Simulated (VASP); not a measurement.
## W: electric field gradients with PBE

Crystal: W.

```
CELL_PARAMETERS angstrom
0.00000 2.03000 2.09090
2.03000 0.00000 2.09090
2.03000 2.03000 0.00000
ATOMIC_POSITIONS crystal
W 0.00000 0.00000 0.00000
```

This cell differs from its parent crystal: zz strain of +3 %.

| Quantity | Value |
| --- | --- |
| Program | VASP 6.6.1 |
| Task | electric field gradients |
| Functional | PBE |
| Potentials or basis | VASP PAW PBE potentials, release 64 (W_sv) |
| Cutoff | 520 eV |
| k mesh | 14 × 14 × 14 |
| Occupations | fermi-dirac, width 0.05 eV |
| Spin | no spin polarisation |
| Dipole correction | no |
| Further INCAR settings | ALGO = Normal; EDIFF = 1e-08; NBANDS = 13 |

```
Pressure                                : -11.7 GPa
Band gap on the k mesh                  : zero (bands 7 and 8 overlap by 3.36 eV)
Largest electric field gradient by atom : W -15.6 V/Å²
```

Stress tensor (GPa, compression positive):
```
-14.24   0.00   0.00
  0.00 -14.24   0.00
  0.00   0.00  -6.55
```

Levels at points of the mesh, in eV from the Fermi level:
| k point | band 3 | band 4 | band 5 | band 6 | band 7 | band 8 | band 9 | band 10 | band 11 | band 12 |
| --- | --- | --- | --- | --- | --- | --- | --- | --- | --- | --- |
| (0.00, 0.00, 0.00) | -37.47 | -37.47 | -8.75 | -0.77 | -0.39 | -0.39 | 2.10 | 2.66 | 12.71 | 17.09 |
| (0.50, 0.00, 0.00) | -37.64 | -37.58 | -5.36 | -0.93 | -0.51 | 0.48 | 4.57 | 4.80 | 9.57 | 12.31 |
| (0.50, 0.50, 0.00) | -37.79 | -37.79 | -5.20 | -4.20 | 2.40 | 4.69 | 5.34 | 5.34 | 11.61 | 11.61 |
| (0.50, 0.00, 0.50) | -37.87 | -37.84 | -5.16 | -4.26 | 2.96 | 4.61 | 5.14 | 5.59 | 10.97 | 11.37 |

Electric field gradients, principal values (V/Å²):
| atom | least | middle | greatest (by size) |
| --- | --- | --- | --- |
| 1 W | 7.802 | 7.804 | -15.606 |

Run time: 72 s on 1 thread of Intel Xeon 8259CL, with other jobs on the host, peak memory 0.18 GiB.

Caveat: the cell differs from its parent crystal (zz strain of +3 %); the stress differs along the axes, from -14 to -7 GPa; without QUAD_EFG the Cq values of the log hold for a quadrupole moment of 1 mb, not for the nuclei; spin-orbit coupling is left out, which moves the levels of the heavy elements.
